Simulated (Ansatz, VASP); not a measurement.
## LiF in VASP and in Ansatz

```
Li F
1.0
     3.06094    0.00000    0.00000
    -1.53047    2.65085    0.00000
     0.00000    0.00000    4.80732
Li F
2 2
Direct
  0.33333 0.66667 0.38115
  0.66667 0.33333 0.88115
  0.33333 0.66667 0.99384
  0.66667 0.33333 0.49384
```

Alike in both runs: task single point; functional PBEsol; dispersion D3(BJ); k mesh 7 × 7 × 4; occupations fermi-dirac, width 0.02 eV; no spin polarisation.

```csv
,VASP,Ansatz
version,VASP 6.6.1,Ansatz 0.2.0
potentials or method,"VASP PAW PBE potentials, release 64 (Li_sv, F)","plane waves, PAW"
plane-wave cutoff (eV),750,420
valence electrons in the cell,20,20
```

|  | VASP | Ansatz | Ansatz less VASP |
| --- | --- | --- | --- |
| gap on the k mesh at the Fermi level (eV) | 7.74 | 7.75 | +0.013 |
| pressure (GPa) | -0.7 | -0.6 | +0.11 |
| traceless stress, the component that is largest in VASP (GPa) | -0.40 | -0.37 | +0.033 |

VASP's potentials were made for PBE, not for PBEsol.
